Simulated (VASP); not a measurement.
# W (I4/mmm) in VASP: a series of runs

Runs on W. Level: PBE. Tasks: single point.

All numbers are computed with VASP 6.6.1; they aren't measurements. Logs are shortened: lines on timing, memory, paths and dates and some standing lists are left out, and cuts for length are marked.

## 1. The cell of the first run

Symmetry: I4/mmm, No. 139, tetragonal system. The conventional cell has a = 3.458 Å, b = 3.458 Å, c = 2.698 Å, α = 90.00°, β = 90.00°, γ = 90.00°. Within 3.6 Å of W (site symmetry 4/mmm) lie 14 W at 2.70 to 3.46 Å.

## 2. Single point, PBE

Contents of INCAR:

```
SYSTEM = W
  PREC = Accurate
  ENCUT = 500
  EDIFF = 1E-6
  ISMEAR = 0
  SIGMA = 0.15
  LREAL = .False.
  LASPH = .True.
  NELM = 120
  ALGO = Normal
  ISIF = 2
  LWAVE = .False.
  LCHARG = .False.
  GGA = PE
  NBANDS = 13
  GGA_COMPAT = .False.
```

Contents of KPOINTS:

```
Automatic mesh
0
Gamma
  30 30 30
  0 0 0
```

Contents of POSCAR:

```
W
1.0
   -1.7292242790      1.7292242790      1.3487949376
    1.7292242790     -1.7292242790      1.3487949376
    1.7292242790      1.7292242790     -1.3487949376
W
1
Direct
    0.0000000000      0.0000000000      0.0000000000
```

Potentials or basis: VASP PAW PBE potentials, release 64 (W_sv).

On the command line:

```console
> cat potpaw_PBE.64/W_sv/POTCAR > POTCAR
> mpirun -np 1 vasp_std > vasp.out
```

OUTCAR:

```text
SYSTEM = W
   PREC = Accurate
   ENCUT = 500
   EDIFF = 1E-6
   ISMEAR = 0
   LREAL = .False.
   LASPH = .True.
   NELM = 120
   ISIF = 2
   GGA = PE

 ion  position               nearest neighbor table
   1  0.000  0.000  0.000-

  LATTYP: Found a body centered tetragonal cell.
 ALAT       =     3.4584485580
 C/A-ratio  =     0.7800000000

  Lattice vectors:

 A1 = (  -1.7292242790,   1.7292242790,   1.3487949376)
 A2 = (   1.7292242790,  -1.7292242790,   1.3487949376)
 A3 = (   1.7292242790,   1.7292242790,  -1.3487949376)

Analysis of symmetry for initial positions (statically):
=====================================================================
 Subroutine PRICEL returns:
 Original cell was already a primitive cell.

 Routine SETGRP: Setting up the symmetry group for a
 body centered tetragonal supercell.

 Subroutine GETGRP returns: Found 16 space group operations
 (whereof 16 operations were pure point group operations)
 out of a pool of 16 trial point group operations.

The static configuration has the point symmetry D_4h.

Analysis of symmetry for dynamics (positions and initial velocities):
=====================================================================
 Subroutine PRICEL returns:
 Original cell was already a primitive cell.

 Routine SETGRP: Setting up the symmetry group for a
 body centered tetragonal supercell.

 Subroutine GETGRP returns: Found 16 space group operations
 (whereof 16 operations were pure point group operations)
 out of a pool of 16 trial point group operations.

The dynamic configuration has the point symmetry D_4h.

 Subroutine INISYM returns: Found 16 space group operations
 (whereof 16 operations are pure point group operations),
 and found     1 'primitive' translations

----------------------------------------------------------------------------------------

                                     Primitive cell

  volume of cell :      16.1328

  direct lattice vectors                    reciprocal lattice vectors
    -1.729224279  1.729224279  1.348794938     0.000000000  0.289146993  0.370701273
     1.729224279 -1.729224279  1.348794938     0.289146993  0.000000000  0.370701273
     1.729224279  1.729224279 -1.348794938     0.289146993  0.289146993  0.000000000

  length of vectors
     2.792790898  2.792790898  2.792790898     0.470133403  0.470133403  0.408915599

  position of ions in fractional coordinates (direct lattice)
     0.000000000  0.000000000  0.000000000

  ion indices of the primitive-cell ions
   primitive index   ion index
                 1           1

----------------------------------------------------------------------------------------

 KPOINTS: Automatic mesh

Automatic generation of k-mesh.
 Grid dimensions read from file:
 generate k-points for:   30   30   30

 Generating k-lattice:

  Cartesian coordinates                     Fractional coordinates (reciprocal lattice)
     0.000000000  0.009638233  0.012356709     0.033333333  0.000000000  0.000000000
     0.009638233  0.000000000  0.012356709     0.000000000  0.033333333  0.000000000
     0.009638233  0.009638233  0.000000000     0.000000000  0.000000000  0.033333333

  Length of vectors
     0.015671113  0.015671113  0.013630520

  Shift w.r.t. Gamma in fractional coordinates (k-lattice)
     0.000000000  0.000000000  0.000000000

 Subroutine IBZKPT returns following result:
 ===========================================

 Found   1992 irreducible k-points:

 Following reciprocal coordinates:
            Coordinates               Weight
  0.000000  0.000000  0.000000      1.000000
  0.033333  0.000000  0.000000      8.000000
  0.066667  0.000000  0.000000      8.000000
  0.100000  0.000000 -0.000000      8.000000
  0.133333  0.000000  0.000000      8.000000
  0.166667  0.000000  0.000000      8.000000
[... 16 lines left out ...]
  0.233333  0.033333  0.000000     16.000000
  0.266667  0.033333  0.000000     16.000000
 [... further k-points ...]
   k-points           NKPTS =   1992   k-points in BZ     NKDIM =   1992   number of bands    NBANDS=     13
   number of dos      NEDOS =    301   number of ions     NIONS =      1
   total plane-waves  NPLWV =   8000
   dimension x,y,z NGX =    20 NGY =   20 NGZ =   20
   dimension x,y,z NGXF=    40 NGYF=   40 NGZF=   40
   ions per type =               1
   NGX,Y,Z   is equivalent  to a cutoff of  11.91, 11.91, 11.91 a.u.
   NGXF,Y,Z  is equivalent  to a cutoff of  23.81, 23.81, 23.81 a.u.
 SYSTEM =  W
   PREC   = accura    normal or accurate (medium, high low for compatibility)
   ISTART =      0    job   : 0-new  1-cont  2-samecut
   ICHARG =      2    charge: 1-file 2-atom 10-const
   ISPIN  =      1    spin polarized calculation?
   LNONCOLLINEAR =      F non collinear calculations
   LSORBIT =      F    spin-orbit coupling
   LASPH  =      T    aspherical Exc in radial PAW
   ENCUT  =  500.0 eV  36.75 Ry    6.06 a.u.   5.09  5.09  5.09*2*pi/ulx,y,z
[... 60 lines left out ...]
      3     -26.6450      2.00000
      4     -26.2533      2.00000
      5       1.6772      2.00000
      6       8.1477      2.00000
      7      10.5784      2.00000
      8      11.9137      0.00000
      9      11.9137      0.00000
     10      14.9848      0.00000
     11      24.6116      0.00000
     12      24.6116      0.00000
     13      30.0514      0.00000

 k-point     2 :       0.0333    0.0000    0.0000
  band No.  band energies     occupation
      1     -62.9412      2.00000
      2     -26.6503      2.00000
      3     -26.6490      2.00000
      4     -26.2678      2.00000
      5       1.7377      2.00000
      6       8.1722      2.00000
      7      10.6083      1.99999
      8      11.8685      0.00000
      9      11.8749      0.00000
     10      14.9335      0.00000
     11      24.7375      0.00000
     12      24.7433      0.00000
     13      29.9724      0.00000

 k-point     3 :       0.0667    0.0000    0.0000
  band No.  band energies     occupation
      1     -62.9359      2.00000
      2     -26.6667      2.00000
      3     -26.6608      2.00000
      4     -26.3094      2.00000
      5       1.9170      2.00000
      6       8.2394      2.00000
      7      10.6837      1.99984
      8      11.7526      0.00000
      9      11.7725      0.00000
     10      14.7929      0.00000
     11      25.1062      0.00000
     12      25.1152      0.00000
     13      29.7253      0.00000

 k-point     4 :       0.1000    0.0000   -0.0000
  band No.  band energies     occupation
      1     -62.9272      2.00000
      2     -26.6975      2.00000
      3     -26.6798      2.00000
      4     -26.3718      2.00000
      5       2.2079      2.00000
      6       8.3296      2.00000
      7      10.7404      1.99883
      8      11.6468      0.00000
      9      11.6471      0.00000
     10      14.5946      0.00000
     11      25.6579      0.00000
     12      25.6938      0.00000
     13      29.3103      0.00000

 k-point     5 :       0.1333    0.0000    0.0000
  band No.  band energies     occupation
      1     -62.9157      2.00000
      2     -26.7488      2.00000
      3     -26.7050      2.00000
      4     -26.4439      2.00000
      5       2.5975      2.00000
      6       8.4076      2.00000
      7      10.6490      1.99996
      8      11.5587      0.00001
      9      11.7091      0.00000
     10      14.3710      0.00000
     11      26.2262      0.00000
     12      26.4678      0.00000
     13      28.8358      0.00000
[... 257 lines left out ...]
 k-point    22 :       0.2000    0.0333    0.0000
  band No.  band energies     occupation
      1     -62.8733      2.00000
      2     -27.0252      2.00000
      3     -26.7784      2.00000
      4     -26.6177      2.00000
      5       3.9408      2.00000
      6       8.2899      2.00000
      7       9.9628      2.00000
      8      11.7633      0.00000
      9      12.8748      0.00000
     10      13.7113      0.00000
     11      25.9030      0.00000
     12      29.1735      0.00000
     13      29.6003      0.00000

 k-point    23 :       0.2333    0.0333    0.0000
  band No.  band energies     occupation
      1     -62.8560      2.00000
      2     -27.1634      2.00000
      3     -26.8169      2.00000
      4     -26.6501      2.00000
      5       4.4387      2.00000
      6       8.0866      2.00000
      7       9.7925      2.00000
      8      12.2311      0.00000
      9      13.3629      0.00000
     10      13.6140      0.00000
     11      25.1798      0.00000
     12      29.8488      0.00000
     13      30.4780      0.00000

 k-point    24 :       0.2667    0.0333    0.0000
  band No.  band energies     occupation
      1     -62.8389      2.00000
      2     -27.3026      2.00000
      3     -26.8549      2.00000
      4     -26.6775      2.00000
      5       4.8457      2.00000
      6       7.8502      2.00000
      7       9.8069      2.00000
      8      12.8216      0.00000
      9      13.3314      0.00000
     10      14.1176      0.00000
     11      24.4500      0.00000
     12      29.9084      0.00000
     13      30.8577      0.00000

 [... further k-points ...]

------------------------ aborting loop because EDIFF is reached ----------------------------------------

  FORCE on cell =-STRESS in cart. coord.  units (eV):
  Direction    XX          YY          ZZ          XY          YZ          ZX
  --------------------------------------------------------------------------------------
  -------------------------------------------------------------------------------------
  Total       -0.0769847     -0.0769847      3.0708352      0.0000000      0.0000000     -0.0000000
  in kB       -7.6455088     -7.6455088    304.9709871      0.0000000      0.0000000     -0.0000000
  external PRESSURE =      96.5599898 kB  Pullay stress =       0.0000000 kB

 VOLUME and BASIS-vectors are now :
 -----------------------------------------------------------------------------
  energy-cutoff  :      500.00
  volume of cell :       16.13
      direct lattice vectors                 reciprocal lattice vectors
    -1.729224279  1.729224279  1.348794938     0.000000000  0.289146993  0.370701273
     1.729224279 -1.729224279  1.348794938     0.289146993  0.000000000  0.370701273
     1.729224279  1.729224279 -1.348794938     0.289146993  0.289146993  0.000000000

 POSITION                                       TOTAL-FORCE (eV/Angst)
 -----------------------------------------------------------------------------------
      0.00000      0.00000      0.00000         0.000000      0.000000     -0.000000
 -----------------------------------------------------------------------------------
    total drift:                                0.000000      0.000000      0.000000

  FREE ENERGIE OF THE ION-ELECTRON SYSTEM (eV)
  ---------------------------------------------------
  free  energy   TOTEN  =       -12.4824275587 eV

  energy  without entropy=      -12.4747505444  energy(sigma->0) =      -12.47858905
```

Wall time 94 s (1 thread of Intel Xeon 6975P-C (Granite Rapids), shared host); peak memory 0.44 GiB.

Results:

| Item | Value |
| --- | --- |
| Free energy | -12.4824 eV |
| Pressure | 9.7 GPa |
| Band gap on the k mesh | zero (bands 7 and 8 overlap by 6.96 eV) |

Levels at points of the mesh, in eV from the Fermi level:
| k point | band 3 | band 4 | band 5 | band 6 | band 7 | band 8 | band 9 | band 10 | band 11 | band 12 |
| --- | --- | --- | --- | --- | --- | --- | --- | --- | --- | --- |
| (0.00, 0.00, 0.00) | -37.73 | -37.34 | -9.41 | -2.94 | -0.51 | 0.83 | 0.83 | 3.90 | 13.53 | 13.53 |
| (0.50, 0.00, 0.00) | -38.08 | -37.84 | -5.96 | -4.18 | 1.75 | 1.80 | 5.46 | 5.75 | 11.56 | 12.04 |
| (0.50, 0.50, 0.00) | -37.65 | -37.56 | -6.16 | -0.70 | -0.45 | -0.44 | 1.80 | 5.86 | 9.71 | 13.03 |
| (0.50, 0.50, 0.50) | -38.66 | -37.79 | -5.85 | -5.37 | 5.22 | 5.22 | 5.84 | 6.08 | 6.08 | 13.28 |

Caveat: the stress differs along the axes, from -1 to 30 GPa; spin-orbit coupling is left out, which moves the levels of the heavy elements.

## 3. Single point, PBE

Contents of INCAR:

```
SYSTEM = W
ALGO = Normal
EDIFF = 1E-6
ENCUT = 500
GGA = PE
GGA_COMPAT = .FALSE.
ISIF = 2
ISMEAR = 0
LASPH = .TRUE.
LCHARG = .TRUE.
LELF = .TRUE.
LREAL = .FALSE.
LVHAR = .TRUE.
LWAVE = .FALSE.
NBANDS = 13
NELM = 120
PREC = Accurate
SIGMA = 0.15
```

Contents of KPOINTS:

```
k-points
0
G
  30 30 30
  0 0 0
```

Contents of POSCAR:

```
W
1.0
   -1.4584842426      1.4584842426      1.8960295153
    1.4584842426     -1.4584842426      1.8960295153
    1.4584842426      1.4584842426     -1.8960295153
W
1
Direct
    0.0000000000      0.0000000000      0.0000000000
```

Potentials or basis: VASP PAW PBE potentials, release 64 (W_sv).

On the command line:

```console
> cat potpaw_PBE.64/W_sv/POTCAR > POTCAR
> mpirun -np 1 vasp_std > vasp.out
```

It took 99 s on 1 thread of Intel Xeon 6975P-C (Granite Rapids), shared host; peak memory 0.45 GiB.

The run converged. Its results:

| Property | Result |
| --- | --- |
| Free energy | -12.5448 eV |
| Pressure | 5.9 GPa |
| Band gap on the k mesh | zero (bands 7 and 8 overlap by 4.89 eV) |

Stress tensor (GPa, compression positive):
```
13.64  0.00  0.00
 0.00 13.64  0.00
 0.00  0.00 -9.72
```

Levels at points of the mesh, in eV from the Fermi level:
```csv
k point,band 3,band 4,band 5,band 6,band 7,band 8,band 9,band 10,band 11,band 12
"(0.00, 0.00, 0.00)",-37.46,-37.42,-9.26,-1.07,-1.07,0.02,1.59,3.11,12.74,17.01
"(0.50, 0.00, 0.00)",-37.69,-37.53,-5.88,-1.63,-0.29,0.52,4.54,5.37,10.43,12.21
"(0.50, 0.50, 0.00)",-37.90,-37.75,-5.82,-4.67,2.41,4.78,5.07,6.22,11.52,12.52
"(0.50, 0.50, 0.50)",-38.01,-38.01,-5.73,-4.96,4.14,4.90,5.73,5.73,10.86,10.86
```

Caveat: the stress differs along the axes, from -10 to 14 GPa; spin-orbit coupling is left out, which moves the levels of the heavy elements.

## 4. Single point, PBE

Contents of INCAR:

```
SYSTEM = W
ALGO = Normal
EDIFF = 1E-6
ENCUT = 500
GGA = PE
GGA_COMPAT = .False.
ISIF = 2
ISMEAR = 0
LASPH = .True.
LCHARG = .True.
LELF = .True.
LREAL = .False.
LVHAR = .True.
LWAVE = .False.
NBANDS = 13
NELM = 120
PREC = Accurate
SIGMA = 0.15
```

Contents of KPOINTS:

```
k-points
0
Gamma
  30 30 30
  0 0 0
```

Contents of POSCAR:

```
W
1.0
   -1.6366415894      1.6366415894      1.5057102623
    1.6366415894     -1.6366415894      1.5057102623
    1.6366415894      1.6366415894     -1.5057102623
W
1
Direct
    0.0000000000      0.0000000000      0.0000000000
```

On the command line:

```console
> cat potpaw_PBE.64/W_sv/POTCAR > POTCAR
> mpirun -np 1 vasp_std > vasp.out
```

Wall time 97 s (1 thread of Intel Xeon 6975P-C (Granite Rapids), shared host); peak memory 0.45 GiB.

Results (log left out):

```yaml
Free_energy: -12.8821 eV
Pressure: 1.7 GPa
Band_gap_on_the_k_mesh: zero (bands 7 and 8 overlap by 6.13 eV)
```

Stress tensor (GPa, compression positive):
```
-7.33  0.00  0.00
 0.00 -7.33  0.00
 0.00  0.00 19.65
```

Levels at points of the mesh, in eV from the Fermi level:
```
           k point  band 3  band 4  band 5  band 6  band 7  band 8  band 9  band 10  band 11  band 12
(0.00, 0.00, 0.00)  -37.81  -37.75   -9.54   -1.89   -0.74   -0.74    1.38     2.90    14.01    14.01
(0.50, 0.00, 0.00)  -38.22  -37.84   -6.15   -3.82    0.87    2.12    3.82     5.97    11.01    11.34
(0.50, 0.50, 0.00)  -38.09  -37.77   -6.19   -2.66    0.20    1.12    2.58     5.83    10.38    11.78
(0.50, 0.50, 0.50)  -38.71  -38.47   -5.80   -5.59    4.95    4.95    5.29     7.36     7.36     9.67
```

Caveat: the stress differs along the axes, from -7 to 20 GPa; spin-orbit coupling is left out, which moves the levels of the heavy elements.

## 5. Single point, PBE

Contents of INCAR:

```
PREC = Accurate
ENCUT = 500
EDIFF = 1E-6
ISMEAR = 0
SIGMA = 0.15
LREAL = False
LASPH = True
NELM = 120
ALGO = Normal
ISIF = 2
LWAVE = False
LCHARG = False
GGA = PE
NBANDS = 13
GGA_COMPAT = False
```

Contents of KPOINTS:

```
regular mesh
0
Gamma
  30 30 30
```

Contents of POSCAR:

```
W
1.0
   -1.5420032785      1.5420032785      1.6962036064
    1.5420032785     -1.5420032785      1.6962036064
    1.5420032785      1.5420032785     -1.6962036064
W
1
Direct
    0.0000000000      0.0000000000      0.0000000000
```

On the command line:

```console
> cat potpaw_PBE.64/W_sv/POTCAR > POTCAR
> mpirun -np 1 vasp_std > vasp.out
```

It took 96 s on 1 thread of Intel Xeon 6975P-C (Granite Rapids), shared host; peak memory 0.44 GiB.

Results (log left out):

```yaml
Free_energy: -12.8704 eV
Pressure: 1.8 GPa
Band_gap_on_the_k_mesh: zero (bands 7 and 8 overlap by 5.77 eV)
```

Stress tensor (GPa, compression positive):
```
 10.18   0.00   0.00
  0.00  10.18   0.00
  0.00   0.00 -14.96
```

Levels at points of the mesh, in eV from the Fermi level:
```
           k point  band 4  band 5  band 6  band 7  band 8  band 9  band 10  band 11
(0.00, 0.00, 0.00)  -37.78   -9.54   -1.48   -1.48   -0.33    1.35     2.87    13.44
(0.50, 0.00, 0.00)  -37.79   -6.16   -3.00    0.42    1.15    3.29     5.79    10.54
(0.50, 0.50, 0.00)  -37.86   -6.14   -4.22    1.14    3.16    3.65     6.14    11.23
(0.50, 0.50, 0.50)  -38.54   -5.82   -5.54    4.81    5.20    5.20     6.45     8.98
```

Caveat: the stress differs along the axes, from -15 to 10 GPa; spin-orbit coupling is left out, which moves the levels of the heavy elements.

## 6. Summary

```csv
cell,gap on the mesh (eV),pressure (GPa)
"a = 2.793 Å, angles 103.5, 103.5, 122.2°, 1 atom",none,9.7
"a = 2.802 Å, angles 117.3, 117.3, 94.8°, 1 atom",none,5.9
"a = 2.761 Å, angles 107.3, 107.3, 113.9°, 1 atom",none,1.7
"a = 2.763 Å, angles 112.1, 112.1, 104.2°, 1 atom",none,1.8
```

Alike in all rows: task single point; level PBE; potentials or basis VASP PAW PBE potentials, release 64 (W_sv); no spin polarisation; k mesh 30 × 30 × 30; cutoff (eV) 500; smearing gaussian 0.15 eV.

Caveats: spin-orbit coupling is left out, which moves the levels of the heavy elements; the stress differs along the axes, from -1 to 30 GPa (at least some runs); the stress differs along the axes, from -10 to 14 GPa (at least some runs); the stress differs along the axes, from -7 to 20 GPa (at least some runs); the stress differs along the axes, from -15 to 10 GPa (at least some runs).

Absolute energies hang on the potentials; compare differences alone.
